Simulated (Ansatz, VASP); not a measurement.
**Cu: VASP beside Ansatz**

```
CELL_PARAMETERS angstrom
-1.45262 1.45262 1.34636
1.45262 -1.45262 1.34636
1.45262 1.45262 -1.34636
ATOMIC_POSITIONS crystal
Cu 0.00000 0.00000 0.00000
```

Alike in both runs: functional PBEsol; k mesh 16 × 16 × 16; no spin polarisation.

Ansatz relaxed the structure, and its values are those at the end. VASP's run is a single point on that final structure, the one shown.

|  | VASP | Ansatz |
| --- | --- | --- |
| version | VASP 6.6.1 | Ansatz 0.2.0 |
| potentials or method | VASP PAW PBE potentials, release 64 (Cu), cutoff 520 eV | plane waves, PAW |
| occupations | fermi-dirac, width 0.1 eV | fermi-dirac |
| valence electrons in the cell | 11 | 19 |

|  | VASP | Ansatz | Ansatz less VASP |
| --- | --- | --- | --- |
| pressure (GPa) | 0.8 | 0.0 | -0.78 |

VASP's potentials were made for PBE, not for PBEsol. VASP's potentials hold 11 valence electrons a cell and Ansatz's 19, so a difference there can come from the potentials and not from the codes.
